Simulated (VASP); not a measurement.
# PbSe (Fm-3m) in VASP: a series of runs

PbSe is run at these levels: PBEsol; tasks: single point.

All numbers are computed with VASP 6.6.1; they aren't measurements. Logs are shortened: lines on timing, memory, paths and dates and some standing lists are left out, and cuts for length are marked.

**1. The cell of the first run**

It takes space group Fm-3m (No. 225, cubic). The conventional cell has a = 6.042 Å, b = 6.042 Å, c = 6.042 Å, α = 90.00°, β = 90.00°, γ = 90.00°. Pb (site symmetry m-3m) has 6 Se at 3.02 Å within 4.0 Å. Se (site symmetry m-3m) has 6 Pb at 3.02 Å within 4.0 Å.

**2. Single point, PBEsol (volume scaled by 0.96)**

File INCAR:

```
SYSTEM = PbSe
ALGO = Normal
EDIFF = 1E-6
ENCUT = 520
GGA = PS
ISIF = 2
ISMEAR = -1
LASPH = .TRUE.
LCHARG = .FALSE.
LREAL = .FALSE.
LWAVE = .FALSE.
NBANDS = 17
NELM = 60
PREC = Accurate
SIGMA = 0.02
```

File KPOINTS:

```
k-points
0
G
  7 7 7
  0 0 0
```

File POSCAR:

```
PbSe
1.0
    0.0000000000      3.0207645214      3.0207645214
    3.0207645214      0.0000000000      3.0207645214
    3.0207645214      3.0207645214      0.0000000000
Pb Se
1 1
Direct
    0.0000000000      0.0000000000      0.0000000000
    0.5000000000      0.5000000000      0.5000000000
```

Potentials or basis: VASP PAW PBE potentials, release 64 (Pb_d, Se).

Run with:

```sh
> cat potpaw_PBE.64/Pb_d/POTCAR potpaw_PBE.64/Se/POTCAR > POTCAR
> mpirun -np 1 vasp_std > vasp.out
```

OUTCAR:

```text
SYSTEM = PbSe
   EDIFF = 1E-6
   ENCUT = 520
   GGA = PS
   ISIF = 2
   ISMEAR = -1
   LASPH = .TRUE.
   LREAL = .FALSE.
   NELM = 60
   PREC = Accurate

 ion  position               nearest neighbor table
   1  0.000  0.000  0.000-   2 3.02   2 3.02   2 3.02   2 3.02   2 3.02   2 3.02
   2  0.500  0.500  0.500-   1 3.02   1 3.02   1 3.02   1 3.02   1 3.02   1 3.02

  LATTYP: Found a face centered cubic cell.
 ALAT       =     6.0415290428

  Lattice vectors:

 A1 = (   0.0000000000,   3.0207645214,   3.0207645214)
 A2 = (   3.0207645214,   0.0000000000,   3.0207645214)
 A3 = (   3.0207645214,   3.0207645214,   0.0000000000)

Analysis of symmetry for initial positions (statically):
=====================================================================
 Subroutine PRICEL returns:
 Original cell was already a primitive cell.

 Routine SETGRP: Setting up the symmetry group for a
 face centered cubic supercell.

 Subroutine GETGRP returns: Found 48 space group operations
 (whereof 48 operations were pure point group operations)
 out of a pool of 48 trial point group operations.

The static configuration has the point symmetry O_h .

Analysis of symmetry for dynamics (positions and initial velocities):
=====================================================================
 Subroutine PRICEL returns:
 Original cell was already a primitive cell.

 Routine SETGRP: Setting up the symmetry group for a
 face centered cubic supercell.

 Subroutine GETGRP returns: Found 48 space group operations
 (whereof 48 operations were pure point group operations)
 out of a pool of 48 trial point group operations.

The dynamic configuration has the point symmetry O_h .

 Subroutine INISYM returns: Found 48 space group operations
 (whereof 48 operations are pure point group operations),
 and found     1 'primitive' translations

----------------------------------------------------------------------------------------

                                     Primitive cell

  volume of cell :      55.1291

  direct lattice vectors                    reciprocal lattice vectors
     0.000000000  3.020764521  3.020764521    -0.165521012  0.165521012  0.165521012
     3.020764521  0.000000000  3.020764521     0.165521012 -0.165521012  0.165521012
     3.020764521  3.020764521  0.000000000     0.165521012  0.165521012 -0.165521012

  length of vectors
     4.272006155  4.272006155  4.272006155     0.286690802  0.286690802  0.286690802

  position of ions in fractional coordinates (direct lattice)
     0.000000000  0.000000000  0.000000000
     0.500000000  0.500000000  0.500000000

  ion indices of the primitive-cell ions
   primitive index   ion index
                 1           1
                 2           2

----------------------------------------------------------------------------------------

 KPOINTS: k-points

Automatic generation of k-mesh.
 Grid dimensions read from file:
 generate k-points for:    7    7    7

 Generating k-lattice:

  Cartesian coordinates                     Fractional coordinates (reciprocal lattice)
    -0.023645859  0.023645859  0.023645859     0.142857143  0.000000000  0.000000000
     0.023645859 -0.023645859  0.023645859     0.000000000  0.142857143  0.000000000
     0.023645859  0.023645859 -0.023645859     0.000000000  0.000000000  0.142857143

  Length of vectors
     0.040955829  0.040955829  0.040955829

  Shift w.r.t. Gamma in fractional coordinates (k-lattice)
     0.000000000  0.000000000  0.000000000

 Subroutine IBZKPT returns following result:
 ===========================================

 Found     20 irreducible k-points:

 Following reciprocal coordinates:
            Coordinates               Weight
  0.000000  0.000000  0.000000      1.000000
  0.142857  0.000000  0.000000      8.000000
  0.285714  0.000000  0.000000      8.000000
  0.428571  0.000000  0.000000      8.000000
  0.142857  0.142857  0.000000      6.000000
  0.285714  0.142857  0.000000     24.000000
[... 12 lines left out ...]
 -0.428571  0.428571  0.142857     24.000000
 -0.285714  0.428571  0.142857     24.000000
   k-points           NKPTS =     20   k-points in BZ     NKDIM =     20   number of bands    NBANDS=     17
   number of dos      NEDOS =    301   number of ions     NIONS =      2
   total plane-waves  NPLWV =  32768
   dimension x,y,z NGX =    32 NGY =   32 NGZ =   32
   dimension x,y,z NGXF=    64 NGYF=   64 NGZF=   64
   ions per type =               1   1
   NGX,Y,Z   is equivalent  to a cutoff of  12.45, 12.45, 12.45 a.u.
   NGXF,Y,Z  is equivalent  to a cutoff of  24.91, 24.91, 24.91 a.u.
 SYSTEM =  PbSe
   PREC   = accura    normal or accurate (medium, high low for compatibility)
   ISTART =      0    job   : 0-new  1-cont  2-samecut
   ICHARG =      2    charge: 1-file 2-atom 10-const
   ISPIN  =      1    spin polarized calculation?
   LNONCOLLINEAR =      F non collinear calculations
   LSORBIT =      F    spin-orbit coupling
   LASPH  =      T    aspherical Exc in radial PAW
   ENCUT  =  520.0 eV  38.22 Ry    6.18 a.u.   7.94  7.94  7.94*2*pi/ulx,y,z
   NELM   =     60;   NELMIN=  2; NELMDL= -5     # of ELM steps
   EDIFF  = 0.1E-05   stopping-criterion for ELM
   LREAL  =      F    real-space projection
   EDIFFG = 0.1E-04   stopping-criterion for IOM
   NSW    =      0    number of steps for IOM
   IBRION =     -1    ionic relax: 0-MD 1-quasi-New 2-CG
   NFREE  =      0    steps in history (QN), initial steepest desc. (CG)
   ISIF   =      2    stress and relaxation
   ISYM   =      2    0-nonsym 1-usesym 2-fastsym
   POTIM  = 0.5000    time-step for ionic-motion
   TEBEG  =    0.0;   TEEND  =   0.0 temperature during run
   PSTRESS=    0.0 pullay stress
   NELECT =      20.0000    total number of electrons
   NUPDOWN=      -1.0000    fix difference up-down
   EMIN   =  10.00;   EMAX   =-10.00  energy-range for DOS
   EFERMI =   0.00;   METHOD = LEGACY
   ISMEAR =    -1;   SIGMA  =   0.02  broadening in eV -4-tet -1-fermi 0-gaus
   EFERMI_NEDOS =   21; number of points for ismear=-14 and -15
   IALGO  =     38    algorithm
   IMIX   =      4    mixing-type and parameters
     AMIX     =   0.40;   BMIX     =  1.00
     AMIX_MAG =   1.60;   BMIX_MAG =  1.00
  volume/ion in A,a.u.               =      27.56       186.01
  Fermi-wavevector in a.u.,A,eV,Ry     =   1.167592  2.206430 18.548445  1.363272
  Thomas-Fermi vector in A             =   2.304091
   LORBIT       =      0    0 simple, 1 ext, 2 COOP (PROOUT), +10 PAW based schemes
   GGA     = PS    functional components
   LHFCALC =     F    Hartree Fock is set to
   AEXX    =    0.0000 exact exchange contribution
   IVDW    =     0    specifies the selected vdW correction
   LEPSILON=     F    determine dielectric tensor
   LRPA    =     F    only Hartree local field effects (RPA)
 non-spin polarized calculation
  energy-cutoff  :      520.00
  volume of cell :       55.13
 maximum number of plane-waves:      1498
   NGX = 15   NGY = 15   NGZ = 15

 number of electron      20.0000005 magnetization

 Free energy of the ion-electron system (eV)
  ---------------------------------------------------
  ext. energy  EPLUGINS =         0.00000000
  ---------------------------------------------------
  free energy    TOTEN  =        -8.91144331 eV

  energy without entropy =       -8.91144331  energy(sigma->0) =       -8.91144331

 E-fermi :   5.5115     XC(G=0):  -9.9024

 val. band max:        5.1112053290   @ k =   0.4286   0.0000   0.0000
 cond. band min:       5.9109639301   @ k =   0.4286   0.0000   0.0000
 fundamental gap:      0.7997586012
 Fermi energy:         5.5115124250

 k-point     1 :       0.0000    0.0000    0.0000
  band No.  band energies     occupation
      1     -11.4122      2.00000
      2     -11.4122      2.00000
      3     -11.4114      2.00000
      4     -11.4114      2.00000
      5     -11.4114      2.00000
      6      -8.5470      2.00000
[... 9 lines left out ...]
     16      11.7677      0.00000
     17      13.2816      0.00000

 k-point     2 :       0.1429    0.0000    0.0000
  band No.  band energies     occupation
      1     -11.4177      2.00000
      2     -11.4177      2.00000
      3     -11.4107      2.00000
      4     -11.4042      2.00000
      5     -11.4042      2.00000
      6      -8.3810      2.00000
[... 9 lines left out ...]
     16      12.2257      0.00000
     17      14.8380      0.00000

 k-point     3 :       0.2857    0.0000    0.0000
  band No.  band energies     occupation
      1     -11.4304      2.00000
      2     -11.4304      2.00000
      3     -11.4096      2.00000
      4     -11.3875      2.00000
      5     -11.3875      2.00000
      6      -7.9373      2.00000
[... 9 lines left out ...]
     16      13.3570      0.00000
     17      17.1536      0.00000

 k-point     4 :       0.4286    0.0000    0.0000
  band No.  band energies     occupation
      1     -11.4406      2.00000
      2     -11.4406      2.00000
      3     -11.4092      2.00000
      4     -11.3741      2.00000
      5     -11.3741      2.00000
      6      -7.4590      2.00000
[... 9 lines left out ...]
     16      14.9789      0.00000
     17      16.2155      0.00000
[... 263 lines left out ...]
      1     -11.4929      2.00000
      2     -11.4229      2.00000
      3     -11.4028      2.00000
      4     -11.3857      2.00000
      5     -11.3690      2.00000
      6      -7.1605      2.00000
[... 9 lines left out ...]
     16      15.7673      0.00000
     17      16.8775      0.00000

 k-point    19 :      -0.4286    0.4286    0.1429
  band No.  band energies     occupation
      1     -11.5394      2.00000
      2     -11.4194      2.00000
      3     -11.4044      2.00000
      4     -11.3733      2.00000
      5     -11.3607      2.00000
      6      -7.0026      2.00000
[... 9 lines left out ...]
     16      16.8797      0.00000
     17      17.6050      0.00000

 k-point    20 :      -0.2857    0.4286    0.1429
  band No.  band energies     occupation
      1     -11.5246      2.00000
      2     -11.4146      2.00000
      3     -11.4029      2.00000
      4     -11.3885      2.00000
      5     -11.3609      2.00000
      6      -6.9413      2.00000
[... 9 lines left out ...]
     16      16.9824      0.00000
     17      17.5664      0.00000

------------------------ aborting loop because EDIFF is reached ----------------------------------------

  FORCE on cell =-STRESS in cart. coord.  units (eV):
  Direction    XX          YY          ZZ          XY          YZ          ZX
  --------------------------------------------------------------------------------------
  -------------------------------------------------------------------------------------
  Total        0.5623592      0.5623592      0.5623592      0.0000000      0.0000000      0.0000000
  in kB       16.3434507     16.3434507     16.3434507      0.0000000      0.0000000      0.0000000
  external PRESSURE =      16.3434507 kB  Pullay stress =       0.0000000 kB

 VOLUME and BASIS-vectors are now :
 -----------------------------------------------------------------------------
  energy-cutoff  :      520.00
  volume of cell :       55.13
      direct lattice vectors                 reciprocal lattice vectors
     0.000000000  3.020764521  3.020764521    -0.165521012  0.165521012  0.165521012
     3.020764521  0.000000000  3.020764521     0.165521012 -0.165521012  0.165521012
     3.020764521  3.020764521  0.000000000     0.165521012  0.165521012 -0.165521012

 POSITION                                       TOTAL-FORCE (eV/Angst)
 -----------------------------------------------------------------------------------
      0.00000      0.00000      0.00000         0.000000      0.000000      0.000000
      3.02076      3.02076      3.02076        -0.000000     -0.000000     -0.000000
 -----------------------------------------------------------------------------------
    total drift:                                0.000000     -0.000000     -0.000000

  FREE ENERGIE OF THE ION-ELECTRON SYSTEM (eV)
  ---------------------------------------------------
  free  energy   TOTEN  =        -8.9114433113 eV

  energy  without entropy=       -8.9114433112  energy(sigma->0) =       -8.91144331
```

Wall time 13 s (1 thread of AMD EPYC 7R13, shared host); peak memory 0.18 GiB.

What came out:

| Quantity | Value |
| --- | --- |
| Free energy | -8.9114 eV |
| Pressure | 1.6 GPa |

Caveat: this odd mesh misses L, where the gap lies, so gap, dielectric constants and Born charges aren't listed; the PAW data sets were made with another functional, which shifts forces and pressure a little; spin-orbit coupling is left out, which moves the levels of the heavy elements.

**3. Single point, PBEsol (volume scaled by 1.01)**

File INCAR:

```
ALGO = Normal
EDIFF = 1E-6
ENCUT = 520
GGA = PS
ISIF = 2
ISMEAR = -1
LASPH = T
LCHARG = F
LREAL = F
LWAVE = F
NBANDS = 17
NELM = 80
PREC = Accurate
SIGMA = 0.02
```

File KPOINTS:

```
k-points
0
Gamma
  7 7 7
```

File POSCAR:

```
PbSe
1.0
    0.0000000000      3.0723233306      3.0723233306
    3.0723233306      0.0000000000      3.0723233306
    3.0723233306      3.0723233306      0.0000000000
Pb Se
1 1
Direct
    0.0000000000      0.0000000000      0.0000000000
    0.5000000000      0.5000000000      0.5000000000
```

Potentials or basis: VASP PAW PBE potentials, release 64 (Pb_d, Se).

Run with:

```sh
> cat potpaw_PBE.64/Pb_d/POTCAR potpaw_PBE.64/Se/POTCAR > POTCAR
> mpirun -np 1 vasp_std > vasp.out
```

OUTCAR:

```text
EDIFF = 1E-6
   ENCUT = 520
   GGA = PS
   ISIF = 2
   ISMEAR = -1
   LASPH = T
   LREAL = F
   NELM = 80
   PREC = Accurate

 ion  position               nearest neighbor table
   1  0.000  0.000  0.000-   2 3.07   2 3.07   2 3.07   2 3.07   2 3.07   2 3.07
   2  0.500  0.500  0.500-   1 3.07   1 3.07   1 3.07   1 3.07   1 3.07   1 3.07

  LATTYP: Found a face centered cubic cell.
 ALAT       =     6.1446466612

  Lattice vectors:

 A1 = (   0.0000000000,   3.0723233306,   3.0723233306)
 A2 = (   3.0723233306,   0.0000000000,   3.0723233306)
 A3 = (   3.0723233306,   3.0723233306,   0.0000000000)

Analysis of symmetry for initial positions (statically):
=====================================================================
 Subroutine PRICEL returns:
 Original cell was already a primitive cell.

 Routine SETGRP: Setting up the symmetry group for a
 face centered cubic supercell.

 Subroutine GETGRP returns: Found 48 space group operations
 (whereof 48 operations were pure point group operations)
 out of a pool of 48 trial point group operations.

The static configuration has the point symmetry O_h .

Analysis of symmetry for dynamics (positions and initial velocities):
=====================================================================
 Subroutine PRICEL returns:
 Original cell was already a primitive cell.

 Routine SETGRP: Setting up the symmetry group for a
 face centered cubic supercell.

 Subroutine GETGRP returns: Found 48 space group operations
 (whereof 48 operations were pure point group operations)
 out of a pool of 48 trial point group operations.

The dynamic configuration has the point symmetry O_h .

 Subroutine INISYM returns: Found 48 space group operations
[... 104 lines left out ...]
   NUPDOWN=      -1.0000    fix difference up-down
   EMIN   =  10.00;   EMAX   =-10.00  energy-range for DOS
   EFERMI =   0.00;   METHOD = LEGACY
   ISMEAR =    -1;   SIGMA  =   0.02  broadening in eV -4-tet -1-fermi 0-gaus
   EFERMI_NEDOS =   21; number of points for ismear=-14 and -15
   IALGO  =     38    algorithm
   IMIX   =      4    mixing-type and parameters
     AMIX     =   0.40;   BMIX     =  1.00
     AMIX_MAG =   1.60;   BMIX_MAG =  1.00
  volume/ion in A,a.u.               =      29.00       195.70
  Fermi-wavevector in a.u.,A,eV,Ry     =   1.147998  2.169402 17.931119  1.317900
  Thomas-Fermi vector in A             =   2.284675
   LORBIT       =      0    0 simple, 1 ext, 2 COOP (PROOUT), +10 PAW based schemes
   GGA     = PS    functional components
   LHFCALC =     F    Hartree Fock is set to
   AEXX    =    0.0000 exact exchange contribution
   IVDW    =     0    specifies the selected vdW correction
   LEPSILON=     F    determine dielectric tensor
   LRPA    =     F    only Hartree local field effects (RPA)
 non-spin polarized calculation
  energy-cutoff  :      520.00
  volume of cell :       58.00
 maximum number of plane-waves:      1584
   NGX = 17   NGY = 17   NGZ = 17

 number of electron      19.9999996 magnetization

 Free energy of the ion-electron system (eV)
  ---------------------------------------------------
  ext. energy  EPLUGINS =         0.00000000
  ---------------------------------------------------
  free energy    TOTEN  =        -8.91594459 eV

  energy without entropy =       -8.91594459  energy(sigma->0) =       -8.91594459

 E-fermi :   4.8990     XC(G=0):  -9.6679

 val. band max:        4.5001522554   @ k =   0.4286   0.0000   0.0000
 cond. band min:       5.3304016843   @ k =   0.4286   0.0000   0.0000
 fundamental gap:      0.8302494289
 Fermi energy:         4.8989950395

 k-point     1 :       0.0000    0.0000    0.0000
  band No.  band energies     occupation
      1     -11.9578      2.00000
      2     -11.9578      2.00000
      3     -11.9578      2.00000
      4     -11.9557      2.00000
      5     -11.9557      2.00000
      6      -8.7426      2.00000
[... 377 lines left out ...]
      4     -11.9389      2.00000
      5     -11.9166      2.00000
      6      -7.3366      2.00000
[... 9 lines left out ...]
     16      16.2907      0.00000
     17      16.7305      0.00000

------------------------ aborting loop because EDIFF is reached ----------------------------------------

  FORCE on cell =-STRESS in cart. coord.  units (eV):
  Direction    XX          YY          ZZ          XY          YZ          ZX
  --------------------------------------------------------------------------------------
  -------------------------------------------------------------------------------------
  Total       -0.4082511     -0.4082511     -0.4082511     -0.0000000      0.0000000      0.0000000
  in kB      -11.2773525    -11.2773525    -11.2773525     -0.0000000      0.0000000      0.0000000
  external PRESSURE =     -11.2773525 kB  Pullay stress =       0.0000000 kB

 VOLUME and BASIS-vectors are now :
 -----------------------------------------------------------------------------
  energy-cutoff  :      520.00
  volume of cell :       58.00
      direct lattice vectors                 reciprocal lattice vectors
     0.000000000  3.072323331  3.072323331    -0.162743288  0.162743288  0.162743288
     3.072323331  0.000000000  3.072323331     0.162743288 -0.162743288  0.162743288
     3.072323331  3.072323331  0.000000000     0.162743288  0.162743288 -0.162743288

 POSITION                                       TOTAL-FORCE (eV/Angst)
 -----------------------------------------------------------------------------------
      0.00000      0.00000      0.00000         0.000000      0.000000      0.000000
      3.07232      3.07232      3.07232         0.000000      0.000000     -0.000000
 -----------------------------------------------------------------------------------
    total drift:                                0.000000     -0.000000     -0.000000

  FREE ENERGIE OF THE ION-ELECTRON SYSTEM (eV)
  ---------------------------------------------------
  free  energy   TOTEN  =        -8.9159445903 eV

  energy  without entropy=       -8.9159445903  energy(sigma->0) =       -8.91594459
```

Wall time 13 s (1 thread of AMD EPYC 7R13, shared host); peak memory 0.18 GiB.

Results:

```yaml
Free_energy: -8.9159 eV
Pressure: -1.1 GPa
```

Caveat: this odd mesh misses L, where the gap lies, so gap, dielectric constants and Born charges aren't listed; the PAW data sets were made with another functional, which shifts forces and pressure a little; spin-orbit coupling is left out, which moves the levels of the heavy elements.

(Continued in part 2 of 2.)
